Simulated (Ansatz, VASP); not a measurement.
Two plane-wave programs on GaSb

Contents of INCAR:

```
PREC     = Accurate       # precision mode
ENCUT    = 500            # plane-wave cutoff, eV
EDIFF    = 1E-6           # SCF threshold, eV
ISMEAR   = 0              # smearing method
SIGMA    = 0.1            # smearing width, eV
LREAL    = False          # projectors in reciprocal space
LASPH    = True           # aspherical terms in the spheres
NELM     = 120            # most SCF steps
ALGO     = Normal         # electronic algorithm
ISIF     = 2              # what is computed and relaxed
LWAVE    = False          # write WAVECAR
LCHARG   = False          # write CHGCAR
GGA      = PS             # functional
NBANDS   = 16             # bands
GGA_COMPAT= False
```

The input KPOINTS:

```
regular mesh
0
Gamma
  12 12 12
```

Contents of POSCAR:

```
GaSb
1.0
    0.0000000000      2.9281461786      2.9281461786
    2.9281461786      0.0000000000      2.9281461786
    2.9281461786      2.9281461786      0.0000000000
Ga Sb
1 1
Direct
    0.0000000000      0.0000000000      0.0000000000
    0.2500000000      0.2500000000      0.2500000000
```

Input for Ansatz:

```yaml
crystal:
  lattice:
    - [0.0, 2.9281461786, 2.9281461786]
    - [2.9281461786, 0.0, 2.9281461786]
    - [2.9281461786, 2.9281461786, 0.0]
  atoms:
    - { symbol: Ga, position: [0.0, 0.0, 0.0] }
    - { symbol: Sb, position: [0.25, 0.25, 0.25] }
basis:
  ecutwfc: 420
kpoints:
  mp_grid: { grid: [12, 12, 12] }
hamiltonian:
  xc: pbesol
scf:
  occupations: { method: gaussian, width: 0.1 }
output:
  forces: true
  stress: true
  eigenvalues: true
  write_density: true
  write_potential: true
  elf: true
  volumetric_format: npy
```

Alike in both runs: task single point; functional PBEsol; k mesh 12 × 12 × 12; occupations gaussian, width 0.1 eV; no spin polarisation.

|  | VASP | Ansatz |
| --- | --- | --- |
| version | VASP 6.6.1 | Ansatz 0.2.0 |
| potentials or method | VASP PAW PBE potentials, release 64 (Ga_d, Sb), cutoff 500 eV | scalar-relativistic, plane waves, PAW |
| valence electrons in the cell | 18 | 28 |

|  | VASP | Ansatz | Ansatz less VASP |
| --- | --- | --- | --- |
| gap on the k mesh at the Fermi level (eV) | 0.58 | 0.60 | +0.016 |
| least direct gap on the mesh (eV) | 0.97 | 0.95 | -0.019 |
| pressure (GPa) | 9.1 | 8.9 | -0.15 |

VASP's potentials were made for PBE, not for PBEsol. The functional is the same, so the differences come from potentials, cutoffs and numerics. VASP's potentials hold 18 valence electrons a cell and Ansatz's 28, so a difference there can come from the potentials and not from the codes.

Neither program's run includes spin-orbit coupling.
